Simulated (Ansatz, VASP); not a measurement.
Ba in VASP and in Ansatz

Contents of INCAR:

```
PREC = Accurate
ENCUT = 600
EDIFF = 1E-6
ISMEAR = 0
SIGMA = 0.1
LREAL = F
LASPH = T
NELM = 100
ALGO = Fast
ISIF = 3
LWAVE = F
LCHARG = F
GGA = PE
IBRION = 2
NSW = 90
EDIFFG = -0.04
```

KPOINTS

```
Automatic mesh
0
Gamma
  3 3 2
```

File POSCAR:

```
Ba
1.0
    7.2102533700      0.0000000000      0.0000000000
   -3.6051266900      6.2442625900      0.0000000000
    0.0000000000      0.0000000000      8.7638978300
Ba
6
Direct
    0.6070089200      0.0000000000      0.2500000000
    0.0000000000      0.6070089200      0.2500000000
    0.3929910800      0.3929910800      0.2500000000
    0.3929910800      0.0000000000      0.7500000000
    0.0000000000      0.3929910800      0.7500000000
    0.6070089200      0.6070089200      0.7500000000
```

Input for Ansatz:

```yaml
crystal:
  lattice:
    - [7.21025337, 0.0, 0.0]
    - [-3.60512669, 6.24426259, 0.0]
    - [0.0, 0.0, 8.76389783]
  atoms:
    - { symbol: Ba, position: [0.60700892, 0.0, 0.25] }
    - { symbol: Ba, position: [0.0, 0.60700892, 0.25] }
    - { symbol: Ba, position: [0.39299108, 0.39299108, 0.25] }
    - { symbol: Ba, position: [0.39299108, 0.0, 0.75] }
    - { symbol: Ba, position: [0.0, 0.39299108, 0.75] }
    - { symbol: Ba, position: [0.60700892, 0.60700892, 0.75] }
basis:
  ecutwfc: 420
kpoints:
  mp_grid: { grid: [3, 3, 2] }
hamiltonian:
  xc: pbe
scf:
  occupations: { method: gaussian, width: 0.1 }
  lower_state_search: "off"
output:
  forces: true
  stress: true
  eigenvalues: true
relax:
  adjacent_minimum: "off"
  f_tol: 0.04
  max_steps: 70
  cell: { stress_tol: 0.4 }
```

Alike in both runs: task relaxation of cell and atoms; functional PBE; k mesh 3 × 3 × 2; occupations gaussian, width 0.1 eV; no spin polarisation.

```csv
,VASP,Ansatz
version,VASP 6.6.1,Ansatz 0.2.0
potentials or method,"VASP PAW PBE potentials, release 64 (Ba_sv), cutoff 600 eV","scalar-relativistic, plane waves, PAW"
valence electrons in the cell,60,60
```

Ansatz gave:

```
gap on the k mesh at the Fermi level, each at its own relaxed structure (eV)  : none
relaxed volume (Å³/atom)                                                      : 60.03
relaxed length of the cell vector where the two differ most in proportion (Å) : 7.615
```

**Question.** Which values does VASP return?

**Answer.** gap on the k mesh at the Fermi level, each at its own relaxed structure (eV): none; relaxed volume (Å³/atom): 61.43; relaxed length of the cell vector where the two differ most in proportion (Å): 7.689.

A gap of «none» marks a metal or a gap that the smearing closes.

Spin-orbit coupling is off throughout.
